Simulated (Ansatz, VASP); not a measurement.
# KCl in VASP and in Ansatz

The input POSCAR:

```
KCl
1.0
    3.7708085932      0.0000000000      0.0000000000
    0.0000000000      3.7708085932      0.0000000000
    0.0000000000      0.0000000000      3.7708085932
K Cl
1 1
Direct
    0.0000000000      0.0000000000      0.0000000000
    0.5000000000      0.5000000000      0.5000000000
```

Contents of INCAR.step1:

```
  ALGO = Normal
  EDIFF = 1E-4
  ENCUT = 520
  GGA = PE
  ISMEAR = 0
  LASPH = T
  LCHARG = F
  LREAL = F
  LWAVE = T
  NBANDS = 15
  NELM = 60
  PREC = Accurate
  SIGMA = 0.01
```

The input INCAR.step2:

```
  ALGO = Normal
  EDIFF = 1E-7
  ENCUT = 520
  ISIF = 2
  ISMEAR = 0
  ISTART = 1
  LASPH = T
  LCHARG = F
  LMIXTAU = T
  LREAL = F
  LWAVE = F
  METAGGA = R2SCAN
  NBANDS = 15
  NELM = 60
  PREC = Accurate
  SIGMA = 0.01
```

File KPOINTS:

```
k-points
0
Gamma
  8 8 8
```

Input for Ansatz:

```yaml
crystal:
  lattice:
    - [3.7708085932, 0.0, 0.0]
    - [0.0, 3.7708085932, 0.0]
    - [0.0, 0.0, 3.7708085932]
  atoms:
    - { symbol: K, position: [0.0, 0.0, 0.0] }
    - { symbol: Cl, position: [0.5, 0.5, 0.5] }
kpoints:
  mp_grid: { grid: [8, 8, 8] }
  band_path:
    path:
      - [0.0, 0.0, 0.0]
      - [0.0, 0.5, 0.0]
      - [0.5, 0.5, 0.0]
      - [0.5, 0.5, 0.5]
      - [0.0, 0.5, 0.5]
    npoints: 1
hamiltonian:
  xc: r2scan
scf:
  occupations: { method: fixed }
  n_extra_bands: 4
output:
  forces: true
  stress: true
  eigenvalues: true
  write_density: true
  write_potential: true
  elf: true
  volumetric_format: npy
```

Alike in both runs: task single point; functional r2SCAN; k mesh 8 × 8 × 8; no spin polarisation.

```csv
,VASP,Ansatz
version,VASP 6.6.1,Ansatz 0.2.0
potentials or method,"VASP PAW PBE potentials, release 64 (K_sv, Cl)","plane waves, PAW"
plane-wave cutoff (eV),520,500
occupations,"gaussian, width 0.01 eV",fixed
valence electrons in the cell,16,16
```

```csv
,VASP,Ansatz,Ansatz less VASP
gap on the k mesh at the Fermi level (eV),5.81,5.80,-0.006
pressure (GPa),0.0,0.0,+0.04
```

VASP's potentials were made for PBE, not for r2SCAN.
